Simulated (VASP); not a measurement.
TiO2, 6 atoms in the cell. The structure is tetragonal, space group I4_1/amd (No. 141). Conventional cell: a = 3.759 Å, b = 3.759 Å, c = 9.451 Å, α = 90.00°, β = 90.00°, γ = 90.00°. Within 2.5 Å of Ti (site symmetry -4m2) lie 6 O at 1.92 to 1.97 Å. O (site symmetry 2mm) has 3 Ti at 1.92 to 1.97 Å and 2 O at 2.45 Å within 2.5 Å. 

| Item | Value |
| --- | --- |
| Program | VASP 6.6.1 |
| Task | single point |
| Functional | PBEsol |
| Potentials or basis | VASP PAW PBE potentials, release 64 (Ti_sv, O) |
| Cutoff | 520 eV |
| k mesh | 8 × 8 × 8 |
| Occupations | methfessel-paxton, width 0.02 eV |
| Spin | no spin polarisation |
| Dipole correction | no |
| Further INCAR settings | ALGO = Normal; EDIFF = 1e-06; NBANDS = 33 |

Potentials or basis: VASP PAW PBE potentials, release 64 (Ti_sv, O).

Run with:

```bash
$ cat potpaw_PBE.64/Ti_sv/POTCAR potpaw_PBE.64/O/POTCAR > POTCAR
$ mpirun -np 1 vasp_std > vasp.out
```

Hardware: 1 thread of Intel Xeon 8259CL, on a shared host.

Question: How long does it take, and how much memory?

Answer: It took 5.6 min on 1 thread of Intel Xeon 8259CL (shared host), peak memory 0.3 GiB. Counts: scf iterations 15, k points 59.
